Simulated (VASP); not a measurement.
Crystal: AlNi3.

```xyz
4
Lattice="3.5464 0.0000 0.0000 0.0000 3.5464 0.0000 0.0000 0.0000 3.5464" Properties=species:S:1:pos:R:3 pbc="T T T"
Ni    1.7732    1.7732    0.0000
Ni    1.7732    0.0000    1.7732
Ni    0.0000    1.7732    1.7732
Al    0.0000    0.0000    0.0000
```

Base run:

| Quantity | Value |
| --- | --- |
| Program | VASP 6.6.1 |
| Functional | PBEsol |
| Potentials or basis | VASP PAW PBE potentials, release 64 (Ni, Al) |
| Cutoff | 520 eV |
| k mesh | 8 × 8 × 8 |
| Occupations | fermi-dirac, width 0.05 eV |
| Spin | collinear spin, ferromagnetic start |
| Starting moments | [1.0, 1.0, 1.0, 0.0] μB |

Its results: pressure -4.3 GPa; net moment 0.65 μB per cell; site moments Ni +0.23; Al -0.01 μB.

Task: The run is repeated on the same cell with these changes: functional from PBEsol to LDA; potentials or basis from VASP PAW PBE potentials, release 64 (Ni, Al) to VASP PAW LDA potentials, release 64 (Ni, Al). What comes out?

Result: Pressure -10.7 GPa; net moment 0.42 μB per cell; site moments Ni +0.14; Al -0.00 μB.

Caveats: the cell stands under tension; the PAW data sets were made with another functional, which shifts forces and pressure a little (at least some runs).
